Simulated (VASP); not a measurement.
**Cd2C: relaxation of cell and atoms with PBE**

Crystal: Cd2C.

```
Cd C
1.0
     4.59874    0.00000    0.00000
    -2.29937    3.98262    0.00000
     0.00000    0.00000    3.25307
Cd C
2 1
Direct
  0.33333 0.66667 0.99065
  0.66667 0.33333 0.99065
  0.00000 0.00000 0.86911
```

```
Program                : VASP 6.6.1
Task                   : relaxation of cell and atoms
Functional             : PBE
Potentials or basis    : VASP PAW PBE potentials, release 64 (Cd, C)
Cutoff                 : 600 eV
k mesh                 : 6 × 6 × 6
Occupations            : gaussian, width 0.1 eV
Spin                   : no spin polarisation
Dipole correction      : no
Further INCAR settings : ALGO = Normal; EDIFF = 1e-07; IBRION = 2; EDIFFG = -0.04; NSW = 90; ISIF = 3
```

* Relaxed volume: 19.07 Å³/atom
* Relaxed cell: a = 4.691 Å, b = 4.691 Å, c = 3.003 Å, α = 90.00°, β = 90.00°, γ = 120.00°
* Space group after relaxing (to 0.05 Å): P6mm (No. 183)
* Energy gained by relaxing: 34.4 meV/atom
* Ionic steps: 17
* Pressure after relaxing: 0.0 GPa
* Largest force after relaxing: 0.013 eV/Å
* Band gap on the k mesh: zero (band 14 reaches 4.13 eV, above the bottom of band 15 at 1.94 eV)

Forces on the atoms (eV/Å):
```
Cd   0.000  0.000  0.007
Cd   0.000  0.000  0.007
C    0.000  0.000 -0.013
```

Stress tensor (GPa, compression positive):
```
 0.00  0.00  0.00
 0.00  0.00  0.00
 0.00  0.00 -0.12
```

The path:
```tsv
step	energy change (eV)	largest force (eV/Å)	pressure (GPa)	volume (Å³)
1	0.0000	0.0246	0.52	59.58
2	-0.0294	0.0970	-0.94	60.12
3	-0.0393	0.1461	-2.13	60.57
4	-0.0602	0.1567	-1.68	59.29
5	-0.0718	0.1631	-0.98	57.82
6	-0.0720	0.1637	-0.82	57.54
7	-0.0770	0.1486	0.05	56.88
8	-0.0772	0.1448	0.27	56.73
9	-0.0790	0.1406	0.21	56.83
10	-0.0837	0.1283	0.03	57.13
11	-0.0902	0.1019	-0.32	57.73
12	-0.0912	0.0369	-1.04	58.94
13	-0.0928	0.0679	-0.71	58.39
14	-0.0947	0.0609	-0.61	58.25
15	-0.0990	0.0393	-0.29	57.84
16	-0.1022	0.0053	0.36	57.02
17	-0.1033	0.0133	-0.04	57.21
```

Final structure:
```xyz
3
Lattice="4.6905 0.0000 0.0000 -2.3453 4.0621 0.0000 0.0000 0.0000 3.0028" Properties=species:S:1:pos:R:3 pbc="T T T"
Cd    0.0000    2.7081    2.8444
Cd    2.3453    1.3540    2.8444
C     0.0000    0.0000    2.8704
```

Levels at points of the mesh, in eV from the Fermi level:
```
           k point  band 11  band 12  band 13  band 14  band 15  band 16  band 17  band 18
(0.00, 0.00, 0.00)    -8.23    -4.13    -0.76    -0.76     1.72     1.72     1.90     2.61
(0.50, 0.00, 0.00)    -8.10    -6.07    -2.75    -2.09     2.10     2.42     4.91     6.21
(0.00, 0.00, 0.50)    -7.45    -3.44    -0.42     0.13     0.13     1.34     4.87     4.87
(0.50, 0.00, 0.50)    -7.32    -2.84    -1.63    -1.25    -0.26     1.73     2.27     4.27
```

It took 15 min on 1 thread of Oxide Virtual Turin-like Processor, with other jobs on the host, peak memory 0.19 GiB.
